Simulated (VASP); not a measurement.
# W (P-3m1) in VASP: single point with PBE

Aim: the single point of W with PBE.

Program: VASP 6.6.1. These are calculated values, not measurements. Logs are shortened: lines on timing, memory, paths and dates and some standing lists are left out, and cuts for length are marked.

### 1 The cell of the first run

Symmetry: P-3m1, No. 164, trigonal system. Conventional cell: a = 2.782 Å, b = 2.782 Å, c = 22.160 Å, α = 90.00°, β = 90.00°, γ = 120.00°. W (site symmetry -3m) has 12 W at 2.78 to 2.92 Å within 3.7 Å. Within 3.7 Å of W (site symmetry 3m) lie 12 W at 2.78 to 2.94 Å. W (site symmetry 3m) has 12 W at 2.78 to 2.95 Å within 3.7 Å. W (site symmetry 3m) has 12 W at 2.78 to 2.95 Å within 3.7 Å. Within 3.7 Å of W (site symmetry 3m) lie 12 W at 2.78 to 2.95 Å.

### 2 Single point, PBE

File INCAR:

```
SYSTEM = W
ALGO = Fast
EDIFF = 1E-7
ENCUT = 520
GGA = PE
ISIF = 2
ISMEAR = 0
LASPH = .True.
LCHARG = .False.
LREAL = .False.
LWAVE = .False.
NBANDS = 73
NELM = 80
PREC = Accurate
SIGMA = 0.1
```

File KPOINTS:

```
k-points
0
Gamma
  18 18 2
  0 0 0
```

File POSCAR:

```
W
1.0
    2.7820643365      0.0000000000      0.0000000000
   -1.3910321683      2.4093383904      0.0000000000
    0.0000000000      0.0000000000     22.1598792369
W
9
Direct
    0.0000000000      0.0000000000      0.0000000000
    0.3333333333      0.6666666667      0.1102625837
    0.6666666667      0.3333333333      0.2211598088
    0.3333333333      0.6666666667      0.3327866144
    0.6666666667      0.3333333333      0.4443256285
    0.3333333333      0.6666666667      0.5556743715
    0.6666666667      0.3333333333      0.6672133856
    0.3333333333      0.6666666667      0.7788401912
    0.6666666667      0.3333333333      0.8897374163
```

Potentials or basis: VASP PAW PBE potentials, release 64 (W_sv).

Command:

```
> cat potpaw_PBE.64/W_sv/POTCAR > POTCAR
> mpirun -np 1 vasp_std > vasp.out
```

OUTCAR:

```text
SYSTEM = W
   EDIFF = 1E-7
   ENCUT = 520
   GGA = PE
   ISIF = 2
   ISMEAR = 0
   LASPH = .True.
   LREAL = .False.
   NELM = 80
   PREC = Accurate

 ion  position               nearest neighbor table
   1  0.000  0.000  0.000-   2 2.92   9 2.92   9 2.92   2 2.92   9 2.92   2 2.92
   2  0.333  0.667  0.110-   1 2.92   1 2.92   1 2.92   3 2.94   3 2.94   3 2.94
   3  0.667  0.333  0.221-   2 2.94   2 2.94   2 2.94   4 2.95   4 2.95   4 2.95
   4  0.333  0.667  0.333-   5 2.95   5 2.95   5 2.95   3 2.95   3 2.95   3 2.95
   5  0.667  0.333  0.444-   6 2.94   6 2.94   6 2.94   4 2.95   4 2.95   4 2.95
   6  0.333  0.667  0.556-   5 2.94   5 2.94   5 2.94   7 2.95   7 2.95   7 2.95
   7  0.667  0.333  0.667-   6 2.95   6 2.95   6 2.95   8 2.95   8 2.95   8 2.95
   8  0.333  0.667  0.779-   9 2.94   9 2.94   9 2.94   7 2.95   7 2.95   7 2.95
   9  0.667  0.333  0.890-   1 2.92   1 2.92   1 2.92   8 2.94   8 2.94   8 2.94

  LATTYP: Found a hexagonal cell.
 ALAT       =     2.7820643365
 C/A-ratio  =     7.9652648381

  Lattice vectors:

 A1 = (   2.7820643365,   0.0000000000,   0.0000000000)
 A2 = (  -1.3910321683,   2.4093383904,   0.0000000000)
 A3 = (   0.0000000000,   0.0000000000,  22.1598792369)

Analysis of symmetry for initial positions (statically):
=====================================================================
 Subroutine PRICEL returns:
 Original cell was already a primitive cell.

 Routine SETGRP: Setting up the symmetry group for a
 hexagonal supercell.

 Subroutine GETGRP returns: Found 12 space group operations
 (whereof 12 operations were pure point group operations)
 out of a pool of 24 trial point group operations.

The static configuration has the point symmetry D_3d.

Analysis of symmetry for dynamics (positions and initial velocities):
=====================================================================
 Subroutine PRICEL returns:
 Original cell was already a primitive cell.

 Routine SETGRP: Setting up the symmetry group for a
 hexagonal supercell.

 Subroutine GETGRP returns: Found 12 space group operations
 (whereof 12 operations were pure point group operations)
 out of a pool of 24 trial point group operations.

The dynamic configuration has the point symmetry D_3d.

 Subroutine INISYM returns: Found 12 space group operations
 (whereof 12 operations are pure point group operations),
 and found     1 'primitive' translations

----------------------------------------------------------------------------------------
[... 111 lines left out ...]
   IBRION =     -1    ionic relax: 0-MD 1-quasi-New 2-CG
   NFREE  =      0    steps in history (QN), initial steepest desc. (CG)
   ISIF   =      2    stress and relaxation
   ISYM   =      2    0-nonsym 1-usesym 2-fastsym
   POTIM  = 0.5000    time-step for ionic-motion
   TEBEG  =    0.0;   TEEND  =   0.0 temperature during run
   PSTRESS=    0.0 pullay stress
   NELECT =     126.0000    total number of electrons
   NUPDOWN=      -1.0000    fix difference up-down
   EMIN   =  10.00;   EMAX   =-10.00  energy-range for DOS
   EFERMI =   0.00;   METHOD = LEGACY
   ISMEAR =     0;   SIGMA  =   0.10  broadening in eV -4-tet -1-fermi 0-gaus
   EFERMI_NEDOS =   21; number of points for ismear=-14 and -15
   IALGO  =     68    algorithm
   IMIX   =      4    mixing-type and parameters
     AMIX     =   0.40;   BMIX     =  1.00
     AMIX_MAG =   1.60;   BMIX_MAG =  1.00
  volume/ion in A,a.u.               =      16.50       111.37
  Fermi-wavevector in a.u.,A,eV,Ry     =   1.549724  2.928553 32.676337  2.401643
  Thomas-Fermi vector in A             =   2.654489
   LORBIT       =      0    0 simple, 1 ext, 2 COOP (PROOUT), +10 PAW based schemes
   GGA     = PE    functional components
   LHFCALC =     F    Hartree Fock is set to
   AEXX    =    0.0000 exact exchange contribution
   IVDW    =     0    specifies the selected vdW correction
   LEPSILON=     F    determine dielectric tensor
   LRPA    =     F    only Hartree local field effects (RPA)
 non-spin polarized calculation
 RMM-DIIS sequential band-by-band and
 Gauss-broadening in eV      SIGMA  =   0.10
  energy-cutoff  :      520.00
  volume of cell :      148.54
 maximum number of plane-waves:      4036
 NGX is ok and might be reduce to    24
   NGX = 11   NGY = 11   NGZ = 83

 number of electron     125.9999994 magnetization

 Free energy of the ion-electron system (eV)
  ---------------------------------------------------
  ext. energy  EPLUGINS =         0.00000000
  ---------------------------------------------------
  free energy    TOTEN  =      -112.22853337 eV

  energy without entropy =     -112.18704200  energy(sigma->0) =     -112.20778769

 E-fermi :  10.4924     XC(G=0): -13.3968

 val. band max:       10.4865526691   @ k =   0.3889   0.0556   0.0000
 cond. band min:      10.5005128576   @ k =   0.0000   0.0000   0.0000
 fundamental gap:      0.0139601886
 Fermi energy:        10.4923636443

 k-point     1 :       0.0000    0.0000    0.0000
  band No.  band energies     occupation
      1     -63.2779      2.00000
      2     -63.2740      2.00000
      3     -63.2591      2.00000
      4     -63.2459      2.00000
      5     -63.2410      2.00000
      6     -63.2260      2.00000
[... 1813 lines left out ...]
     72      14.1876      0.00000
     73      14.2408      0.00000

 [... further k-points ...]
[... 5 lines left out ...]
  --------------------------------------------------------------------------------------
  -------------------------------------------------------------------------------------
  Total        0.5120078      0.5120078      0.3441767     -0.0000000      0.0000000      0.0000000
  in kB        5.5227429      5.5227429      3.7124416     -0.0000000      0.0000000      0.0000000
  external PRESSURE =       4.9193091 kB  Pullay stress =       0.0000000 kB

 VOLUME and BASIS-vectors are now :
 -----------------------------------------------------------------------------
  energy-cutoff  :      520.00
  volume of cell :      148.54
      direct lattice vectors                 reciprocal lattice vectors
     2.782064336  0.000000000  0.000000000     0.359445318  0.207525851  0.000000000
    -1.391032168  2.409338390  0.000000000     0.000000000  0.415051702  0.000000000
     0.000000000  0.000000000 22.159879237     0.000000000  0.000000000  0.045126600

 POSITION                                       TOTAL-FORCE (eV/Angst)
 -----------------------------------------------------------------------------------
      0.00000      0.00000      0.00000        -0.000000      0.000000      0.000000
     -0.00000      1.60623      2.44341        -0.000000      0.000000      0.006896
      1.39103      0.80311      4.90087         0.000000      0.000000     -0.002788
     -0.00000      1.60623      7.37451         0.000000      0.000000      0.001206
      1.39103      0.80311      9.84620        -0.000000     -0.000000     -0.000913
     -0.00000      1.60623     12.31368         0.000000      0.000000      0.000913
      1.39103      0.80311     14.78537        -0.000000      0.000000     -0.001206
     -0.00000      1.60623     17.25900        -0.000000      0.000000      0.002788
      1.39103      0.80311     19.71647         0.000000      0.000000     -0.006896
 -----------------------------------------------------------------------------------
    total drift:                                0.000000     -0.000000      0.000000

  FREE ENERGIE OF THE ION-ELECTRON SYSTEM (eV)
  ---------------------------------------------------
  free  energy   TOTEN  =      -112.2285333738 eV

  energy  without entropy=     -112.1870420038  energy(sigma->0) =     -112.20778769
```

OSZICAR:

```text
N       E                     dE             d eps       ncg     rms          rms(c)
DAV:   1     0.183345088541E+04    0.18335E+04   -0.71732E+04 10804   0.203E+03
DAV:   2     0.198483668358E+02   -0.18136E+04   -0.17771E+04 10828   0.672E+02
DAV:   3    -0.109615118850E+03   -0.12946E+03   -0.12093E+03 12215   0.159E+02
[... 15 lines left out ...]
RMM:  19    -0.112228532184E+03   -0.11810E-05   -0.11780E-05  8955   0.311E-03    0.326E-04
RMM:  20    -0.112228532834E+03   -0.65010E-06   -0.62434E-06  8074   0.162E-03    0.298E-04
RMM:  21    -0.112228533111E+03   -0.27639E-06   -0.30341E-06  7422   0.976E-04    0.143E-04
RMM:  22    -0.112228533282E+03   -0.17165E-06   -0.16208E-06  5952   0.576E-04    0.702E-05
RMM:  23    -0.112228533374E+03   -0.91663E-07   -0.85326E-07  3681   0.416E-04
   1 F= -.11222853E+03 E0= -.11220779E+03  d E =-.414914E-01
```

stdout:

```text
POSCAR found type information on POSCAR W
 POSCAR found :  1 types and       9 ions
 scaLAPACK will be used
 LDA part: xc-table for (Slater+PW92), standard interpolation
 POSCAR, INCAR and KPOINTS ok, starting setup
 FFT: planning ... GRIDC
 FFT: planning ... GRID_SOFT
 FFT: planning ... GRID
 WAVECAR not read
 entering main loop
WARNING in EDDRMM: call to ZHEGV failed, returncode =   8  4     70
```

It took 21 min on 1 thread of Intel Xeon Platinum 8488C (Sapphire Rapids), shared host; peak memory 0.65 GiB.

What came out:

```
Free energy            : -112.2285 eV
Pressure               : 0.5 GPa
Largest force          : 0.007 eV/Å
Band gap on the k mesh : zero (bands 63 and 64 overlap by 1.25 eV)
```

Forces on the atoms (eV/Å):
```
W    0.000  0.000  0.000
W    0.000  0.000  0.007
W    0.000  0.000 -0.003
W    0.000  0.000  0.001
W    0.000  0.000 -0.001
W    0.000  0.000  0.001
W    0.000  0.000 -0.001
W    0.000  0.000  0.003
W    0.000  0.000 -0.007
```

Stress tensor (GPa, compression positive):
```
0.55 0.00 0.00
0.00 0.55 0.00
0.00 0.00 0.37
```

Caveat: spin-orbit coupling is left out, which moves the levels of the heavy elements.
